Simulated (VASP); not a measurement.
# NbTe4Mo (P-3m1) in VASP: further runs

Runs on NbTe4Mo. Level: PBE. Tasks: single point, relaxation of cell and atoms.

Everything below comes from runs of VASP 6.6.1. Logs are shortened: lines on timing, memory, paths and dates and some standing lists are left out, and cuts for length are marked.

### Step 1. The cell of the first run

Symmetry: P-3m1, No. 164, trigonal system. The conventional cell has a = 3.592 Å, b = 3.592 Å, c = 15.122 Å, α = 90.00°, β = 90.00°, γ = 120.00°. Nb (site symmetry -3m) has 6 Te at 2.80 Å and 6 Nb at 3.59 Å within 3.7 Å. Within 3.6 Å of Te (site symmetry 3m) lie 3 Mo at 2.76 Å and 6 Te at 3.59 Å. Te (site symmetry 3m) has 3 Nb at 2.80 Å and 6 Te at 3.59 Å within 3.7 Å. Within 3.6 Å of Mo (site symmetry -3m) lie 6 Te at 2.76 Å and 6 Mo at 3.59 Å.

### Step 2. Single point, PBE

File INCAR:

```
SYSTEM = NbTe4Mo
PREC     = Accurate       ! precision mode
ENCUT    = 520            ! plane-wave cutoff, eV
EDIFF    = 1E-6           ! SCF threshold, eV
ISMEAR   = 0              ! smearing method
SIGMA    = 0.1            ! smearing width, eV
LREAL    = .FALSE.        ! projectors in reciprocal space
LASPH    = .TRUE.         ! aspherical terms in the spheres
NELM     = 80             ! most SCF steps
ALGO     = Normal         ! electronic algorithm
ISIF     = 2              ! what is computed and relaxed
LWAVE    = .FALSE.        ! write WAVECAR
LCHARG   = .FALSE.        ! write CHGCAR
GGA      = PE             ! functional
NBANDS   = 34             ! bands
```

File KPOINTS:

```
regular mesh
0
G
  6 6 2
  0 0 0
```

File POSCAR:

```
NbTe4Mo
1.0
    3.5920834978     -0.0000000028      0.0000000000
   -1.7960417465      3.1108355630      0.0000000000
    0.0000000000      0.0000000000     15.1219747220
Nb Te Mo
1 4 1
Direct
    0.0000000000      0.0000000000      0.0000000000
    0.6666666667      0.3333333333      0.3796291888
    0.6666666667      0.3333333333      0.8753055135
    0.3333333333      0.6666666667      0.1246944865
    0.3333333333      0.6666666667      0.6203708112
    0.0000000000      0.0000000000      0.5000000000
```

Potentials or basis: VASP PAW PBE potentials, release 64 (Nb_sv, Te, Mo_sv).

Started as:

```
> cat potpaw_PBE.64/Nb_sv/POTCAR potpaw_PBE.64/Te/POTCAR potpaw_PBE.64/Mo_sv/POTCAR > POTCAR
> mpirun -np 1 vasp_std > vasp.out
```

OUTCAR:

```text
SYSTEM = NbTe4Mo
   PREC = Accurate
   ENCUT = 520
   EDIFF = 1E-6
   ISMEAR = 0
   LREAL = .FALSE.
   LASPH = .TRUE.
   NELM = 80
   ISIF = 2
   GGA = PE

 ion  position               nearest neighbor table
   1  0.000  0.000  0.000-   3 2.80   4 2.80   3 2.80   4 2.80   3 2.80   4 2.80
   2  0.667  0.333  0.380-   6 2.76   6 2.76   6 2.76
   3  0.667  0.333  0.875-   1 2.80   1 2.80   1 2.80
   4  0.333  0.667  0.125-   1 2.80   1 2.80   1 2.80
   5  0.333  0.667  0.620-   6 2.76   6 2.76   6 2.76
   6  0.000  0.000  0.500-   2 2.76   5 2.76   2 2.76   5 2.76   2 2.76   5 2.76

  LATTYP: Found a hexagonal cell.
 ALAT       =     3.5920834978
 C/A-ratio  =     4.2098060168

  Lattice vectors:

 A1 = (   3.5920834978,  -0.0000000028,   0.0000000000)
 A2 = (  -1.7960417465,   3.1108355630,   0.0000000000)
 A3 = (   0.0000000000,   0.0000000000,  15.1219747220)

Analysis of symmetry for initial positions (statically):
=====================================================================
 Subroutine PRICEL returns:
 Original cell was already a primitive cell.

 Routine SETGRP: Setting up the symmetry group for a
 hexagonal supercell.

 Subroutine GETGRP returns: Found 12 space group operations
 (whereof 12 operations were pure point group operations)
 out of a pool of 24 trial point group operations.

The static configuration has the point symmetry D_3d.

Analysis of symmetry for dynamics (positions and initial velocities):
=====================================================================
 Subroutine PRICEL returns:
 Original cell was already a primitive cell.

 Routine SETGRP: Setting up the symmetry group for a
 hexagonal supercell.

 Subroutine GETGRP returns: Found 12 space group operations
 (whereof 12 operations were pure point group operations)
 out of a pool of 24 trial point group operations.

The dynamic configuration has the point symmetry D_3d.

 Subroutine INISYM returns: Found 12 space group operations
 (whereof 12 operations are pure point group operations),
 and found     1 'primitive' translations

----------------------------------------------------------------------------------------

                                     Primitive cell

  volume of cell :     168.9787

  direct lattice vectors                    reciprocal lattice vectors
     3.592083498 -0.000000003  0.000000000     0.278389965  0.160728521  0.000000000
[... 84 lines left out ...]
   LREAL  =      F    real-space projection
   EDIFFG = 0.1E-04   stopping-criterion for IOM
   NSW    =      0    number of steps for IOM
   IBRION =     -1    ionic relax: 0-MD 1-quasi-New 2-CG
   NFREE  =      0    steps in history (QN), initial steepest desc. (CG)
   ISIF   =      2    stress and relaxation
   ISYM   =      2    0-nonsym 1-usesym 2-fastsym
   POTIM  = 0.5000    time-step for ionic-motion
   TEBEG  =    0.0;   TEEND  =   0.0 temperature during run
   PSTRESS=    0.0 pullay stress
   NELECT =      51.0000    total number of electrons
   NUPDOWN=      -1.0000    fix difference up-down
   EMIN   =  10.00;   EMAX   =-10.00  energy-range for DOS
   EFERMI =   0.00;   METHOD = LEGACY
   ISMEAR =     0;   SIGMA  =   0.10  broadening in eV -4-tet -1-fermi 0-gaus
   EFERMI_NEDOS =   21; number of points for ismear=-14 and -15
   IALGO  =     38    algorithm
   IMIX   =      4    mixing-type and parameters
     AMIX     =   0.40;   BMIX     =  1.00
     AMIX_MAG =   1.60;   BMIX_MAG =  1.00
  volume/ion in A,a.u.               =      28.16       190.05
  Fermi-wavevector in a.u.,A,eV,Ry     =   1.098131  2.075167 16.407158  1.205892
  Thomas-Fermi vector in A             =   2.234503
   LORBIT       =      0    0 simple, 1 ext, 2 COOP (PROOUT), +10 PAW based schemes
   GGA     = PE    functional components
   LHFCALC =     F    Hartree Fock is set to
   AEXX    =    0.0000 exact exchange contribution
   IVDW    =     0    specifies the selected vdW correction
   LEPSILON=     F    determine dielectric tensor
   LRPA    =     F    only Hartree local field effects (RPA)
 non-spin polarized calculation
 Gauss-broadening in eV      SIGMA  =   0.10
  energy-cutoff  :      520.00
  volume of cell :      168.98
 maximum number of plane-waves:      4605
 NGX is ok and might be reduce to    28
   NGX = 13   NGY = 13   NGZ = 57

 number of electron      51.0000003 magnetization

 Free energy of the ion-electron system (eV)
  ---------------------------------------------------
  ext. energy  EPLUGINS =         0.00000000
  ---------------------------------------------------
  free energy    TOTEN  =       -35.27499070 eV

  energy without entropy =      -35.25638121  energy(sigma->0) =      -35.26568596

 E-fermi :   7.2962     XC(G=0):  -9.7760

 val. band max:        7.1865366098   @ k =   0.1667   0.1667   0.5000
 cond. band min:       7.3108863960   @ k =   0.1667   0.1667   0.0000
 fundamental gap:      0.1243497862
 Fermi energy:         7.2961902185

 k-point     1 :       0.0000    0.0000    0.0000
  band No.  band energies     occupation
      1     -54.2242      2.00000
      2     -48.0617      2.00000
      3     -28.2983      2.00000
      4     -28.2983      2.00000
      5     -28.2869      2.00000
      6     -24.0983      2.00000
[... 507 lines left out ...]
     33      10.3497      0.00000
     34      10.3497      0.00000

------------------------ aborting loop because EDIFF is reached ----------------------------------------

  FORCE on cell =-STRESS in cart. coord.  units (eV):
  Direction    XX          YY          ZZ          XY          YZ          ZX
  --------------------------------------------------------------------------------------
  -------------------------------------------------------------------------------------
  Total        0.0759784      0.0759784      0.2197807     -0.0000000      0.0000000      0.0000000
  in kB        0.7203914      0.7203914      2.0838577     -0.0000000      0.0000000      0.0000000
  external PRESSURE =       1.1748802 kB  Pullay stress =       0.0000000 kB

 VOLUME and BASIS-vectors are now :
 -----------------------------------------------------------------------------
  energy-cutoff  :      520.00
  volume of cell :      168.98
      direct lattice vectors                 reciprocal lattice vectors
     3.592083498 -0.000000003  0.000000000     0.278389965  0.160728521  0.000000000
    -1.796041747  3.110835563  0.000000000     0.000000000  0.321457043  0.000000000
     0.000000000  0.000000000 15.121974722     0.000000000  0.000000000  0.066128929

 POSITION                                       TOTAL-FORCE (eV/Angst)
 -----------------------------------------------------------------------------------
      0.00000      0.00000      0.00000         0.000000      0.000000      0.000000
      1.79604      1.03695      5.74074        -0.000000      0.000000     -0.045959
      1.79604      1.03695     13.23635        -0.000000      0.000000     -0.003026
      0.00000      2.07389      1.88563         0.000000     -0.000000      0.003026
      0.00000      2.07389      9.38123         0.000000     -0.000000      0.045959
      0.00000      0.00000      7.56099         0.000000      0.000000      0.000000
 -----------------------------------------------------------------------------------
    total drift:                               -0.000000     -0.000000      0.000000

  FREE ENERGIE OF THE ION-ELECTRON SYSTEM (eV)
  ---------------------------------------------------
  free  energy   TOTEN  =       -35.2749907040 eV

  energy  without entropy=      -35.2563812067  energy(sigma->0) =      -35.26568596
```

stdout:

```text
POSCAR found type information on POSCAR NbTeMo
 POSCAR found :  3 types and       6 ions
 scaLAPACK will be used
 LDA part: xc-table for (Slater+PW92), standard interpolation
 POSCAR, INCAR and KPOINTS ok, starting setup
 FFT: planning ... GRIDC
 FFT: planning ... GRID_SOFT
 FFT: planning ... GRID
 WAVECAR not read
 entering main loop
```

Run time: 93 s. Hardware: 1 thread of AMD EPYC 9R45 (Zen 5), shared host; peak memory 0.28 GiB.

Results:

| Quantity | Value |
| --- | --- |
| Free energy | -35.2750 eV |
| Pressure | 0.1 GPa |
| Largest force | 0.046 eV/Å |

Forces in eV/Å, atoms in the order of the input:
```
Nb   0.000  0.000  0.000
Te   0.000  0.000 -0.046
Te   0.000  0.000 -0.003
Te   0.000  0.000  0.003
Te   0.000  0.000  0.046
Mo   0.000  0.000  0.000
```

Stress tensor (GPa, compression positive):
```
0.07 0.00 0.00
0.00 0.07 0.00
0.00 0.00 0.21
```

Caveat: spin-orbit coupling is left out, which moves the levels of the heavy elements; this functional lacks dispersion, which binds the layers, so the pressure and a relaxed spacing across them are unreliable.

### Step 3. Single point, PBE

This run uses another cell than the first one, of 28.74 Å³/atom, 1.020 times its volume.

File INCAR:

```
PREC = Accurate
ENCUT = 520
EDIFF = 1E-6
ISMEAR = 0
SIGMA = 0.1
LREAL = False
LASPH = True
NELM = 80
ALGO = Normal
ISIF = 2
LWAVE = False
LCHARG = True
GGA = PE
LELF = True
LVHAR = True
NBANDS = 34
```

File KPOINTS:

```
regular mesh
0
Gamma
  6 6 2
```

File POSCAR:

```
NbTe4Mo
1.0
    3.7281216500      0.0000000000      0.0000000000
   -1.8640608200      3.2286480600      0.0000000000
    0.0000000000      0.0000000000     14.3259585100
Nb Te Mo
1 4 1
Direct
    0.0000000000      0.0000000000      0.0000000000
    0.6666666700      0.3333333300      0.3728161200
    0.6666666700      0.3333333300      0.8728161200
    0.3333333300      0.6666666700      0.1271838800
    0.3333333300      0.6666666700      0.6271838800
    0.0000000000      0.0000000000      0.5000000000
```

Potentials or basis: VASP PAW PBE potentials, release 64 (Nb_sv, Te, Mo_sv).

Started as:

```
> cat potpaw_PBE.64/Nb_sv/POTCAR potpaw_PBE.64/Te/POTCAR potpaw_PBE.64/Mo_sv/POTCAR > POTCAR
> mpirun -np 1 vasp_std > vasp.out
```

It took 1.9 min on 1 thread of AMD EPYC 9R45 (Zen 5), shared host; peak memory 0.28 GiB.

Results (log left out):

```
Free energy   : -35.1094 eV
Pressure      : -3.4 GPa
Largest force : 0.614 eV/Å
```

Forces in eV/Å, atoms in the order of the input:
```
Nb   0.000  0.000  0.000
Te   0.000  0.000  0.614
Te   0.000  0.000  0.008
Te   0.000  0.000 -0.008
Te   0.000  0.000 -0.614
Mo   0.000  0.000  0.000
```

Stress tensor (GPa, compression positive):
```
-3.99  0.00  0.00
 0.00 -3.99  0.00
 0.00  0.00 -2.14
```

Levels at points of the mesh, in eV from the Fermi level:
| k point | band 21 | band 22 | band 23 | band 24 | band 25 | band 26 | band 27 | band 28 | band 29 | band 30 |
| --- | --- | --- | --- | --- | --- | --- | --- | --- | --- | --- |
| (0.00, 0.00, 0.00) | -0.86 | -0.86 | -0.85 | -0.06 | -0.06 | 0.11 | 0.58 | 0.58 | 0.79 | 0.79 |
| (0.50, 0.00, 0.00) | -2.52 | -1.68 | -1.57 | -1.11 | -0.95 | -0.79 | 0.19 | 0.71 | 1.28 | 1.72 |
| (0.00, 0.00, 0.50) | -0.86 | -0.86 | -0.46 | -0.06 | -0.06 | 0.15 | 0.61 | 0.61 | 0.76 | 0.76 |
| (0.50, 0.00, 0.50) | -2.31 | -2.23 | -1.42 | -1.04 | -0.93 | -0.86 | 0.19 | 0.71 | 1.28 | 1.77 |

Caveat: spin-orbit coupling is left out, which moves the levels of the heavy elements; this functional lacks dispersion, which binds the layers, so the pressure and a relaxed spacing across them are unreliable.

### Step 4. Relaxation of cell and atoms, PBE

This run uses another cell than the first one, of 28.74 Å³/atom, 1.020 times its volume.

File INCAR:

```
PREC = Accurate
ENCUT = 600
EDIFF = 1E-6
ISMEAR = 0
SIGMA = 0.1
LREAL = F
LASPH = T
NELM = 100
ALGO = Normal
ISIF = 3
LWAVE = F
LCHARG = F
GGA = PE
IBRION = 2
NSW = 90
EDIFFG = -0.04
```

KPOINTS is that of step 3.

POSCAR is that of step 3.

Started as:

```
> cat potpaw_PBE.64/Nb_sv/POTCAR potpaw_PBE.64/Te/POTCAR potpaw_PBE.64/Mo_sv/POTCAR > POTCAR
> mpirun -np 1 vasp_std > vasp.out
```

Run time: 17 min. Hardware: 1 thread of AMD EPYC 9R45 (Zen 5), shared host; peak memory 0.36 GiB.

Results (log left out):

```
Free energy                            : -35.2733 eV
Relaxed volume                         : 27.76 Å³/atom
Relaxed cell                           : a = 3.593 Å, b = 3.593 Å, c = 14.898 Å, α = 90.00°, β = 90.00°, γ = 120.00°
Space group after relaxing (to 0.05 Å) : P-3m1 (No. 164)
Energy gained by relaxing              : 27.4 meV/atom
Ionic steps                            : 14
Pressure after relaxing                : 0.0 GPa
Largest force after relaxing           : 0.028 eV/Å
```

Forces in eV/Å, atoms in the order of the input:
```
Nb   0.000  0.000  0.000
Te   0.000  0.000  0.028
Te   0.000  0.000  0.023
Te   0.000  0.000 -0.023
Te   0.000  0.000 -0.028
Mo   0.000  0.000  0.000
```

The path:
| step | energy change (eV) | largest force (eV/Å) | pressure (GPa) | volume (Å³) |
| --- | --- | --- | --- | --- |
| 1 | 0.0000 | 0.6139 | -3.38 | 172.44 |
| 2 | -0.0092 | 1.0143 | 4.46 | 157.74 |
| 3 | -0.1020 | 0.4913 | 0.27 | 164.65 |
| 4 | -0.1422 | 0.1967 | 0.16 | 163.64 |
| 5 | -0.1526 | 0.1477 | 0.05 | 162.45 |
| 6 | -0.1539 | 0.0506 | 0.08 | 162.77 |
| 7 | -0.1539 | 0.0618 | 0.08 | 162.73 |
| 8 | -0.1548 | 0.0682 | 0.01 | 163.06 |
| 9 | -0.1572 | 0.0871 | -0.15 | 164.03 |
| 10 | -0.1596 | 0.1265 | -0.48 | 165.97 |
| 11 | -0.1600 | 0.1221 | -0.47 | 165.99 |
| 12 | -0.1608 | 0.1087 | -0.40 | 166.07 |
| 13 | -0.1624 | 0.0819 | -0.26 | 166.23 |
| 14 | -0.1643 | 0.0280 | 0.02 | 166.55 |

Final structure:
```yaml
crystal:
  lattice:
    - [3.59297, 0.00000, 0.00000]
    - [-1.79648, 3.11160, 0.00000]
    - [0.00000, 0.00000, 14.89769]
  atoms:
    - { symbol: Nb, position: [0.00000, 0.00000, 0.00000] }
    - { symbol: Te, position: [0.66667, 0.33333, 0.37750] }
    - { symbol: Te, position: [0.66667, 0.33333, 0.87337] }
    - { symbol: Te, position: [0.33333, 0.66667, 0.12663] }
    - { symbol: Te, position: [0.33333, 0.66667, 0.62250] }
    - { symbol: Mo, position: [0.00000, 0.00000, 0.50000] }
```

Levels at points of the mesh, in eV from the Fermi level:
```tsv
k point	band 22	band 23	band 24	band 25	band 26	band 27	band 28	band 29
(0.00, 0.00, 0.00)	-0.92	-0.92	-0.23	0.11	0.11	0.97	0.97	1.27
(0.50, 0.00, 0.00)	-1.87	-1.84	-1.18	-0.94	-0.53	0.36	0.85	1.68
(0.00, 0.00, 0.50)	-0.92	-0.83	-0.24	0.11	0.11	0.97	0.97	1.26
(0.50, 0.00, 0.50)	-2.29	-1.68	-1.17	-0.92	-0.55	0.36	0.85	1.68
```

Caveat: spin-orbit coupling is left out, which moves the levels of the heavy elements; this functional lacks dispersion, which binds the layers, so the pressure and a relaxed spacing across them are unreliable.

[end of part 1 of 2]
